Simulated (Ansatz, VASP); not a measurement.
## Pb: VASP beside Ansatz

Contents of INCAR:

```
SYSTEM = Pb
ALGO = Fast ; EDIFF = 1E-7
ENCUT = 520 ; GGA = PS
ISIF = 2 ; ISMEAR = 0
LASPH = .True. ; LCHARG = .True.
LELF = .True. ; LREAL = .False.
LVHAR = .True. ; LWAVE = .False.
NBANDS = 21 ; NELM = 60
PREC = Accurate ; SIGMA = 0.15
```

KPOINTS

```
k-points
0
Gamma
  18 18 10
  0 0 0
```

The input POSCAR:

```
Pb
1.0
    3.6737225571      0.0000000000      0.0000000000
   -1.8368612785      3.1815370609      0.0000000000
    0.0000000000      0.0000000000      5.0160026627
Pb
2
Direct
    0.3333333333      0.6666666667      0.2500000000
    0.6666666667      0.3333333333      0.7500000000
```

Input for Ansatz:

```yaml
crystal:
  lattice:
    - [3.6737225571, 0.0, 0.0]
    - [-1.8368612785, 3.1815370609, 0.0]
    - [0.0, 0.0, 5.0160026627]
  atoms:
    - { symbol: Pb, position: [0.3333333333, 0.6666666667, 0.25] }
    - { symbol: Pb, position: [0.6666666667, 0.3333333333, 0.75] }
basis:
  ecutwfc: 420
kpoints:
  mp_grid: { grid: [18, 18, 10] }
hamiltonian:
  xc: pbesol
scf:
  occupations: { method: gaussian, width: 0.15 }
output:
  forces: true
  stress: true
  eigenvalues: true
  write_density: true
  write_potential: true
  elf: true
  volumetric_format: npy
```

Alike in both runs: task single point; functional PBEsol; k mesh 18 × 18 × 10; occupations gaussian, width 0.15 eV; no spin polarisation.

```csv
,VASP,Ansatz
version,VASP 6.6.1,Ansatz 0.2.0
potentials or method,"VASP PAW PBE potentials, release 64 (Pb_d), cutoff 520 eV","scalar-relativistic, plane waves, PAW"
valence electrons in the cell,28,28
```

|  | VASP | Ansatz | Ansatz less VASP |
| --- | --- | --- | --- |
| gap on the k mesh at the Fermi level (eV) | none | none | - |
| pressure (GPa) | 2.2 | 2.3 | +0.08 |
| traceless stress, the component that is largest in VASP (GPa) | 3.50 | 3.51 | +0.006 |

VASP's potentials were made for PBE, not for PBEsol. A gap of «none» marks a metal or a gap that the smearing closes.

Spin-orbit coupling is off throughout.
